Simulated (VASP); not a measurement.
RbBr:

```
CELL_PARAMETERS angstrom
4.12608 0.00000 0.00000
0.00000 4.12608 0.00000
0.00000 0.00000 4.12608
ATOMIC_POSITIONS crystal
Rb 0.00000 0.00000 0.00000
Br 0.50000 0.50000 0.50000
```

| Item | Value |
| --- | --- |
| Program | VASP 6.6.1 |
| Task | relaxation of cell and atoms |
| Functional | PBE |
| Potentials or basis | VASP PAW PBE potentials, release 64 (Rb_sv, Br) |
| Cutoff | 600 eV |
| k mesh | 7 × 7 × 7 |
| Occupations | fermi-dirac, width 0.05 eV |
| Spin | no spin polarisation |

At the start: pressure 0.8 GPa; volume 35.12 Å³/atom.

**Question.** Where does the relaxation end?

**Answer.** Over 3 steps the energy falls by 4.7 meV/atom and the volume is 37.13 Å³/atom (+5.7 %); space group Pm-3m (No. 221, to 0.1 Å) before and after.

Step by step:
| step | energy change (eV) | largest force (eV/Å) | pressure (GPa) | volume (Å³) |
| --- | --- | --- | --- | --- |
| 1 | 0.0000 | 0.0000 | 0.84 | 70.24 |
| 2 | -0.0072 | 0.0000 | 0.39 | 72.13 |
| 3 | -0.0094 | 0.0000 | -0.04 | 74.26 |

Final structure:
```xyz
2
Lattice="4.2032 0.0000 0.0000 0.0000 4.2032 0.0000 0.0000 0.0000 4.2032" Properties=species:S:1:pos:R:3 pbc="T T T"
Rb    0.0000    0.0000    0.0000
Br    2.1016    2.1016    2.1016
```
